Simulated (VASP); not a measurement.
Runs of VASP 6.6.1 on Ti3Se. The structure is that of space group P-6m2 (No. 187), or close to it. The cells are those of the table. 

```tsv
level	potentials or basis	U	cell	gap on the mesh (eV)	pressure (GPa)	largest force (eV/Å)
PBE+U	VASP PAW PBE potentials, release 64 (Se, Ti_sv)	Ti d U = 3.0 eV	a = 3.197, b = 3.197, c = 7.943 Å, angles 90.0, 90.0, 120.0°, 4 atoms	none	(a)	-
PBEsol+U	VASP PAW PBE potentials, release 64 (Se, Ti_sv)	Ti d U = 3.0 eV	a = 3.197, b = 3.197, c = 7.943 Å, angles 90.0, 90.0, 120.0°, 4 atoms	none	0.4	0.12
PBE+U	VASP PAW PBE potentials, release 64 (Se, Ti_sv)	Ti d U = 4.0 eV	a = 3.197, b = 3.197, c = 7.943 Å, angles 90.0, 90.0, 120.0°, 4 atoms	none	6.6	0.02
LDA	VASP PAW LDA potentials, release 64 (Se, Ti_sv)	-	a = 3.176, b = 3.176, c = 7.889 Å, angles 90.0, 90.0, 120.0°, 4 atoms	none	-5.7	0.02
PBEsol+U	VASP PAW PBE potentials, release 64 (Se, Ti_sv)	Ti d U = 4.0 eV	a = 3.197, b = 3.197, c = 7.943 Å, angles 90.0, 90.0, 120.0°, 4 atoms	none	(c)	0.13
LDA	VASP PAW LDA potentials, release 64 (Se, Ti_sv)	-	a = 3.132, b = 3.132, c = 7.781 Å, angles 90.0, 90.0, 120.0°, 4 atoms	none	-0.8	0.13
PBE	VASP PAW PBE potentials, release 64 (Se, Ti_sv)	-	a = 3.132, b = 3.132, c = 7.781 Å, angles 90.0, 90.0, 120.0°, 4 atoms	none	8.1	0.26
PBE	VASP PAW PBE potentials, release 64 (Se, Ti_sv)	-	a = 3.176, b = 3.176, c = 7.889 Å, angles 90.0, 90.0, 120.0°, 4 atoms	none	(b)	0.11
PBEsol+U	VASP PAW PBE potentials, release 64 (Se, Ti_sv)	Ti d U = 1.0 eV	a = 3.197, b = 3.197, c = 7.943 Å, angles 90.0, 90.0, 120.0°, 4 atoms	none	-2.8	0.08
PBE	VASP PAW PBE potentials, release 64 (Se, Ti_sv)	-	a = 3.260, b = 3.260, c = 8.099 Å, angles 90.0, 90.0, 120.0°, 4 atoms	none	-5.7	0.11
PBE+U	VASP PAW PBE potentials, release 64 (Se, Ti_sv)	Ti d U = 5.0 eV	a = 3.197, b = 3.197, c = 7.943 Å, angles 90.0, 90.0, 120.0°, 4 atoms	none	8.2	0.05
PBE+U	VASP PAW PBE potentials, release 64 (Se, Ti_sv)	Ti d U = 6.0 eV	a = 3.197, b = 3.197, c = 7.943 Å, angles 90.0, 90.0, 120.0°, 4 atoms	none	9.9	0.07
```

Alike in all rows: task single point; no spin polarisation; k mesh 10 × 10 × 4; cutoff (eV) 520; smearing fermi-dirac 0.05 eV.

Question: Fill in the values left out.

Answer: (a) 4.9; (b) 2.6; (c) 2.1.

Caveats: U without spin polarisation on a metal has little footing (at least some runs); the cell stands under pressure (at least some runs); the PAW data sets were made with another functional, which shifts forces and pressure a little (at least some runs); the cell stands under tension (at least some runs).

A k mesh can miss the band edges, and the runs leave out spin-orbit coupling on Se.

A gap of «none» marks levels without a gap at the run's occupations.
